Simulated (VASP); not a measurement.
# RbCl (Fm-3m) in VASP: a series of runs

RbCl is run at these levels: PBE; tasks: single point, relaxation of cell and atoms.

Program: VASP 6.6.1. These are calculated values, not measurements. Logs are shortened: lines on timing, memory, paths and dates and some standing lists are left out, and cuts for length are marked.

### 1 The cell of the first run

Symmetry: Fm-3m, No. 225, cubic system. Conventional cell: a = 6.637 Å, b = 6.637 Å, c = 6.637 Å, α = 90.00°, β = 90.00°, γ = 90.00°. Rb (site symmetry m-3m) has 6 Cl at 3.32 Å within 4.4 Å. Within 4.4 Å of Cl (site symmetry m-3m) lie 6 Rb at 3.32 Å.

### 2 Single point, PBE

INCAR

```
  ALGO = Normal
  EDIFF = 1E-6
  ENCUT = 500
  GGA = PE
  GGA_COMPAT = False
  ISIF = 2
  ISMEAR = 0
  LASPH = True
  LCHARG = False
  LREAL = False
  LWAVE = False
  NBANDS = 15
  NELM = 120
  PREC = Accurate
  SIGMA = 0.1
```

KPOINTS

```
k-points
0
Gamma
  6 6 6
```

POSCAR

```
RbCl
1.0
    0.0000000000      3.3184426871      3.3184426871
    3.3184426871      0.0000000000      3.3184426871
    3.3184426871      3.3184426871      0.0000000000
Rb Cl
1 1
Direct
    0.0000000000      0.0000000000      0.0000000000
    0.5000000000      0.5000000000      0.5000000000
```

Potentials or basis: VASP PAW PBE potentials, release 64 (Rb_sv, Cl).

Started as:

```console
$ cat potpaw_PBE.64/Rb_sv/POTCAR potpaw_PBE.64/Cl/POTCAR > POTCAR
$ mpirun -np 1 vasp_std > vasp.out
```

OUTCAR:

```text
EDIFF = 1E-6
   ENCUT = 500
   GGA = PE
   ISIF = 2
   ISMEAR = 0
   LASPH = True
   LREAL = False
   NELM = 120
   PREC = Accurate

 ion  position               nearest neighbor table
   1  0.000  0.000  0.000-   2 3.32   2 3.32   2 3.32   2 3.32   2 3.32   2 3.32
   2  0.500  0.500  0.500-   1 3.32   1 3.32   1 3.32   1 3.32   1 3.32   1 3.32

  LATTYP: Found a face centered cubic cell.
 ALAT       =     6.6368853742

  Lattice vectors:

 A1 = (   0.0000000000,   3.3184426871,   3.3184426871)
 A2 = (   3.3184426871,   0.0000000000,   3.3184426871)
 A3 = (   3.3184426871,   3.3184426871,   0.0000000000)

Analysis of symmetry for initial positions (statically):
=====================================================================
 Subroutine PRICEL returns:
 Original cell was already a primitive cell.

 Routine SETGRP: Setting up the symmetry group for a
 face centered cubic supercell.

 Subroutine GETGRP returns: Found 48 space group operations
 (whereof 48 operations were pure point group operations)
 out of a pool of 48 trial point group operations.

The static configuration has the point symmetry O_h .

Analysis of symmetry for dynamics (positions and initial velocities):
=====================================================================
 Subroutine PRICEL returns:
 Original cell was already a primitive cell.

 Routine SETGRP: Setting up the symmetry group for a
 face centered cubic supercell.

 Subroutine GETGRP returns: Found 48 space group operations
 (whereof 48 operations were pure point group operations)
 out of a pool of 48 trial point group operations.

The dynamic configuration has the point symmetry O_h .

 Subroutine INISYM returns: Found 48 space group operations
 (whereof 48 operations are pure point group operations),
 and found     1 'primitive' translations

----------------------------------------------------------------------------------------

                                     Primitive cell

  volume of cell :      73.0858

  direct lattice vectors                    reciprocal lattice vectors
     0.000000000  3.318442687  3.318442687    -0.150673086  0.150673086  0.150673086
     3.318442687  0.000000000  3.318442687     0.150673086 -0.150673086  0.150673086
     3.318442687  3.318442687  0.000000000     0.150673086  0.150673086 -0.150673086

  length of vectors
     4.692986654  4.692986654  4.692986654     0.260973440  0.260973440  0.260973440

  position of ions in fractional coordinates (direct lattice)
     0.000000000  0.000000000  0.000000000
     0.500000000  0.500000000  0.500000000

  ion indices of the primitive-cell ions
   primitive index   ion index
                 1           1
                 2           2

----------------------------------------------------------------------------------------

 KPOINTS: k-points

Automatic generation of k-mesh.
 Grid dimensions read from file:
 generate k-points for:    6    6    6

 Generating k-lattice:

  Cartesian coordinates                     Fractional coordinates (reciprocal lattice)
    -0.025112181  0.025112181  0.025112181     0.166666667  0.000000000  0.000000000
     0.025112181 -0.025112181  0.025112181     0.000000000  0.166666667  0.000000000
     0.025112181  0.025112181 -0.025112181     0.000000000  0.000000000  0.166666667

  Length of vectors
     0.043495573  0.043495573  0.043495573

  Shift w.r.t. Gamma in fractional coordinates (k-lattice)
     0.000000000  0.000000000  0.000000000

 Subroutine IBZKPT returns following result:
 ===========================================

 Found     16 irreducible k-points:

 Following reciprocal coordinates:
            Coordinates               Weight
  0.000000  0.000000  0.000000      1.000000
  0.166667  0.000000  0.000000      8.000000
  0.333333  0.000000  0.000000      8.000000
  0.500000  0.000000  0.000000      4.000000
  0.166667  0.166667  0.000000      6.000000
  0.333333  0.166667  0.000000     24.000000
[... 8 lines left out ...]
 -0.333333  0.333333  0.166667     24.000000
 -0.333333  0.500000  0.166667     12.000000
   k-points           NKPTS =     16   k-points in BZ     NKDIM =     16   number of bands    NBANDS=     15
   number of dos      NEDOS =    301   number of ions     NIONS =      2
   total plane-waves  NPLWV =  46656
   dimension x,y,z NGX =    36 NGY =   36 NGZ =   36
   dimension x,y,z NGXF=    72 NGYF=   72 NGZF=   72
   ions per type =               1   1
   NGX,Y,Z   is equivalent  to a cutoff of  12.75, 12.75, 12.75 a.u.
   NGXF,Y,Z  is equivalent  to a cutoff of  25.51, 25.51, 25.51 a.u.
 SYSTEM =  unknown system
   PREC   = accura    normal or accurate (medium, high low for compatibility)
   ISTART =      0    job   : 0-new  1-cont  2-samecut
   ICHARG =      2    charge: 1-file 2-atom 10-const
   ISPIN  =      1    spin polarized calculation?
   LNONCOLLINEAR =      F non collinear calculations
   LSORBIT =      F    spin-orbit coupling
   LASPH  =      T    aspherical Exc in radial PAW
   ENCUT  =  500.0 eV  36.75 Ry    6.06 a.u.   8.56  8.56  8.56*2*pi/ulx,y,z
   NELM   =    120;   NELMIN=  2; NELMDL= -5     # of ELM steps
   EDIFF  = 0.1E-05   stopping-criterion for ELM
   LREAL  =      F    real-space projection
   EDIFFG = 0.1E-04   stopping-criterion for IOM
   NSW    =      0    number of steps for IOM
   IBRION =     -1    ionic relax: 0-MD 1-quasi-New 2-CG
   NFREE  =      0    steps in history (QN), initial steepest desc. (CG)
   ISIF   =      2    stress and relaxation
   ISYM   =      2    0-nonsym 1-usesym 2-fastsym
   POTIM  = 0.5000    time-step for ionic-motion
   TEBEG  =    0.0;   TEEND  =   0.0 temperature during run
   PSTRESS=    0.0 pullay stress
   NELECT =      16.0000    total number of electrons
   NUPDOWN=      -1.0000    fix difference up-down
   EMIN   =  10.00;   EMAX   =-10.00  energy-range for DOS
   EFERMI =   0.00;   METHOD = LEGACY
   ISMEAR =     0;   SIGMA  =   0.10  broadening in eV -4-tet -1-fermi 0-gaus
   EFERMI_NEDOS =   21; number of points for ismear=-14 and -15
   IALGO  =     38    algorithm
   IMIX   =      4    mixing-type and parameters
     AMIX     =   0.40;   BMIX     =  1.00
     AMIX_MAG =   1.60;   BMIX_MAG =  1.00
  volume/ion in A,a.u.               =      36.54       246.60
  Fermi-wavevector in a.u.,A,eV,Ry     =   0.986667  1.864530 13.245426  0.973511
  Thomas-Fermi vector in A             =   2.118064
   LORBIT       =      0    0 simple, 1 ext, 2 COOP (PROOUT), +10 PAW based schemes
   GGA     = PE    functional components
   LHFCALC =     F    Hartree Fock is set to
   AEXX    =    0.0000 exact exchange contribution
   IVDW    =     0    specifies the selected vdW correction
   LEPSILON=     F    determine dielectric tensor
   LRPA    =     F    only Hartree local field effects (RPA)
 non-spin polarized calculation
 Gauss-broadening in eV      SIGMA  =   0.10
  energy-cutoff  :      500.00
  volume of cell :       73.09
 maximum number of plane-waves:      1874
 NGX is ok and might be reduce to    36
   NGX = 17   NGY = 17   NGZ = 17

 number of electron      16.0000002 magnetization

 Free energy of the ion-electron system (eV)
  ---------------------------------------------------
  ext. energy  EPLUGINS =         0.00000000
  ---------------------------------------------------
  free energy    TOTEN  =        -6.67277554 eV

  energy without entropy =       -6.67277554  energy(sigma->0) =       -6.67277554

 E-fermi :  -1.5368     XC(G=0):  -7.2508

 val. band max:       -1.9705450369   @ k =   0.0000   0.0000   0.0000
 cond. band min:       2.9472859204   @ k =   0.0000   0.0000   0.0000
 fundamental gap:      4.9178309573
 Fermi energy:        -1.5368021674

 k-point     1 :       0.0000    0.0000    0.0000
  band No.  band energies     occupation
      1     -25.9537      2.00000
      2     -13.9466      2.00000
      3     -10.0026      2.00000
      4     -10.0026      2.00000
      5     -10.0026      2.00000
      6      -1.9705      2.00000
      7      -1.9705      2.00000
      8      -1.9705      2.00000
      9       2.9473      0.00000
     10       6.0052      0.00000
     11       6.0052      0.00000
     12       6.0052      0.00000
     13       6.9724      0.00000
     14       6.9724      0.00000
     15      10.0568      0.00000

 k-point     2 :       0.1667    0.0000    0.0000
  band No.  band energies     occupation
      1     -25.9502      2.00000
      2     -13.9604      2.00000
      3     -10.0057      2.00000
      4     -10.0057      2.00000
      5      -9.9973      2.00000
      6      -2.2152      2.00000
      7      -2.0542      2.00000
      8      -2.0542      2.00000
      9       3.5519      0.00000
     10       5.8311      0.00000
     11       6.3411      0.00000
     12       6.3411      0.00000
     13       7.3622      0.00000
     14       7.3622      0.00000
     15      11.0896      0.00000

 k-point     3 :       0.3333    0.0000    0.0000
  band No.  band energies     occupation
      1     -25.9432      2.00000
      2     -13.9877      2.00000
      3     -10.0116      2.00000
      4     -10.0116      2.00000
      5      -9.9871      2.00000
      6      -2.6206      2.00000
      7      -2.2126      2.00000
      8      -2.2126      2.00000
      9       4.8688      0.00000
     10       5.8006      0.00000
     11       7.2649      0.00000
     12       7.2649      0.00000
     13       8.3535      0.00000
     14       8.3535      0.00000
     15      10.7056      0.00000

 k-point     4 :       0.5000    0.0000    0.0000
  band No.  band energies     occupation
      1     -25.9398      2.00000
      2     -14.0012      2.00000
      3     -10.0145      2.00000
      4     -10.0145      2.00000
      5      -9.9822      2.00000
      6      -2.7956      2.00000
      7      -2.2879      2.00000
      8      -2.2879      2.00000
      9       5.6933      0.00000
     10       5.9101      0.00000
     11       8.0880      0.00000
     12       8.0880      0.00000
     13       9.3036      0.00000
     14       9.3036      0.00000
     15       9.8630      0.00000
[... 163 lines left out ...]
 k-point    14 :       0.5000    0.3333    0.1667
  band No.  band energies     occupation
      1     -25.9389      2.00000
      2     -13.9545      2.00000
      3     -10.1036      2.00000
      4     -10.0816      2.00000
      5     -10.0086      2.00000
      6      -2.5210      2.00000
      7      -2.2388      2.00000
      8      -2.1278      2.00000
      9       5.1766      0.00000
     10       5.4505      0.00000
     11       7.5819      0.00000
     12       8.2027      0.00000
     13       8.4335      0.00000
     14       8.7104      0.00000
     15       9.5954      0.00000

 k-point    15 :      -0.3333    0.3333    0.1667
  band No.  band energies     occupation
      1     -25.9367      2.00000
      2     -13.9484      2.00000
      3     -10.1287      2.00000
      4     -10.1227      2.00000
      5      -9.9956      2.00000
      6      -2.4905      2.00000
      7      -2.2309      2.00000
      8      -2.2287      2.00000
      9       5.6843      0.00000
     10       5.7463      0.00000
     11       7.4609      0.00000
     12       7.5305      0.00000
     13       8.9276      0.00000
     14       9.5014      0.00000
     15       9.9332      0.00000

 k-point    16 :      -0.3333    0.5000    0.1667
  band No.  band energies     occupation
      1     -25.9357      2.00000
      2     -13.9229      2.00000
      3     -10.2008      2.00000
      4     -10.1299      2.00000
      5     -10.0189      2.00000
      6      -2.3131      2.00000
      7      -2.2567      2.00000
      8      -2.1494      2.00000
      9       4.9265      0.00000
     10       6.5147      0.00000
     11       6.7139      0.00000
     12       7.7617      0.00000
     13       8.7832      0.00000
     14       9.6645      0.00000
     15      10.1441      0.00000

------------------------ aborting loop because EDIFF is reached ----------------------------------------

  FORCE on cell =-STRESS in cart. coord.  units (eV):
  Direction    XX          YY          ZZ          XY          YZ          ZX
  --------------------------------------------------------------------------------------
  -------------------------------------------------------------------------------------
  Total        0.1907096      0.1907096      0.1907096      0.0000000     -0.0000000      0.0000000
  in kB        4.1807112      4.1807112      4.1807112      0.0000000     -0.0000000      0.0000000
  external PRESSURE =       4.1807112 kB  Pullay stress =       0.0000000 kB

 VOLUME and BASIS-vectors are now :
 -----------------------------------------------------------------------------
  energy-cutoff  :      500.00
  volume of cell :       73.09
      direct lattice vectors                 reciprocal lattice vectors
     0.000000000  3.318442687  3.318442687    -0.150673086  0.150673086  0.150673086
     3.318442687  0.000000000  3.318442687     0.150673086 -0.150673086  0.150673086
     3.318442687  3.318442687  0.000000000     0.150673086  0.150673086 -0.150673086

 POSITION                                       TOTAL-FORCE (eV/Angst)
 -----------------------------------------------------------------------------------
      0.00000      0.00000      0.00000        -0.000000      0.000000     -0.000000
      3.31844      3.31844      3.31844         0.000000      0.000000      0.000000
 -----------------------------------------------------------------------------------
    total drift:                                0.000000      0.000000      0.000000

  FREE ENERGIE OF THE ION-ELECTRON SYSTEM (eV)
  ---------------------------------------------------
  free  energy   TOTEN  =        -6.6727755440 eV

  energy  without entropy=       -6.6727755440  energy(sigma->0) =       -6.67277554
```

It took 18 s on 1 thread of Intel Xeon 8259CL, shared host; peak memory 0.2 GiB.

Results:

```yaml
Free_energy: -6.6728 eV
Pressure: 0.4 GPa
Band_gap_on_the_k_mesh: 4.92 eV
```

Levels at points of the mesh, in eV from the valence-band top:
```tsv
k point	band 4	band 5	band 6	band 7	band 8	band 9	band 10	band 11	band 12	band 13
(0.00, 0.00, 0.00)	-8.03	-8.03	0.00	0.00	0.00	4.92	7.98	7.98	7.98	8.94
(0.50, 0.00, 0.00)	-8.04	-8.01	-0.83	-0.32	-0.32	7.66	7.88	10.06	10.06	11.27
(0.50, 0.50, 0.00)	-8.12	-8.12	-0.32	-0.10	-0.10	6.22	7.95	9.57	10.01	10.28
```

A hybrid or GW would open this gap; PBE tends to underestimate it.

### 3 Single point, PBE

This run uses another cell than the first one, of 37.55 Å³/atom.

INCAR

```
SYSTEM = RbCl
PREC = Accurate ; ENCUT = 500
EDIFF = 1E-6 ; ISMEAR = 0
SIGMA = 0.02 ; LREAL = .FALSE.
LASPH = .TRUE. ; NELM = 120
ALGO = Normal ; ISIF = 2
LWAVE = .FALSE. ; LCHARG = .FALSE.
GGA = PE ; NBANDS = 15
GGA_COMPAT = .FALSE.
```

KPOINTS

```
regular mesh
0
G
  6 6 6
  0 0 0
```

POSCAR

```
RbCl
1.0
    0.0000000000      3.3486178269      3.3486178269
    3.3486178269      0.0000000000      3.3486178269
    3.3486178269      3.3486178269      0.0000000000
Rb Cl
1 1
Direct
    0.0000000000      0.0000000000      0.0000000000
    0.5000000000      0.5000000000      0.5000000000
```

Potentials or basis: VASP PAW PBE potentials, release 64 (Rb_sv, Cl).

Started as:

```console
$ cat potpaw_PBE.64/Rb_sv/POTCAR potpaw_PBE.64/Cl/POTCAR > POTCAR
$ mpirun -np 1 vasp_std > vasp.out
```

Wall time 18 s (1 thread of Intel Xeon 8259CL, shared host); peak memory 0.2 GiB.

The run converged. Its results:

```yaml
Free_energy: -6.6758 eV
Pressure: 0.0 GPa
Band_gap_on_the_k_mesh: 4.83 eV
```

Levels at points of the mesh, in eV from the valence-band top:
```csv
k point,band 5,band 6,band 7,band 8,band 9,band 10,band 11,band 12
"(0.00, 0.00, 0.00)",-8.10,0.00,0.00,0.00,4.83,7.95,7.95,7.95
"(0.50, 0.00, 0.00)",-8.08,-0.79,-0.30,-0.30,7.57,7.78,9.96,9.96
"(0.50, 0.50, 0.00)",-8.18,-0.32,-0.10,-0.10,6.24,7.83,9.42,9.95
```

(Part 1 of 2 ends here.)
